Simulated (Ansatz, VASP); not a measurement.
Sn: VASP beside Ansatz

The input INCAR:

```
PREC = Accurate
ENCUT = 520
EDIFF = 1E-8
ISMEAR = -1
SIGMA = 0.05
LREAL = F
LASPH = T
NELM = 80
ALGO = Normal
ISIF = 2
LWAVE = F
LCHARG = F
GGA = PE
LEFG = T
NBANDS = 21
```

KPOINTS

```
Automatic mesh
0
Gamma
  9 9 9
```

POSCAR

```
Sn
1.0
    0.0000000000      3.3608056449      3.3608056449
    3.3608056449      0.0000000000      3.3608056449
    3.3608056449      3.3608056449      0.0000000000
Sn
2
Direct
    0.0000000000      0.0000000000      0.0000000000
    0.2500000000      0.2500000000      0.2500000000
```

Input for Ansatz:

```yaml
crystal:
  lattice:
    - [0.0, 3.3608056449, 3.3608056449]
    - [3.3608056449, 0.0, 3.3608056449]
    - [3.3608056449, 3.3608056449, 0.0]
  atoms:
    - { symbol: Sn, position: [0.0, 0.0, 0.0] }
    - { symbol: Sn, position: [0.25, 0.25, 0.25] }
kpoints:
  mp_grid: { grid: [9, 9, 9] }
scf:
  occupations: { method: fermi_dirac, width: 0.05 }
hamiltonian:
  xc: pbe
  pseudopotentials: { kind: paw }
output:
  forces: true
  stress: true
  eigenvalues: true
  efg: { contact_densities: true }
```

Change from the starting cell: volume scaled by 1.03, PAW files.

Alike in both runs: task electric field gradients; functional PBE; k mesh 9 × 9 × 9; occupations fermi-dirac, width 0.05 eV; no spin polarisation.

|  | VASP | Ansatz |
| --- | --- | --- |
| version | VASP 6.6.1 | Ansatz 0.2.0 |
| potentials or method | VASP PAW PBE potentials, release 64 (Sn_d) | PAW with Ansatz's default frozen-core files, scalar-relativistic |
| plane-wave cutoff (eV) | 520 | 420 |
| valence electrons in the cell | 28 | 28 |

```csv
,VASP,Ansatz,Ansatz less VASP
pressure (GPa),-1.0,-1.0,+0.05
```

With one functional, cell and mesh, what is left measures potentials, basis and numerics.
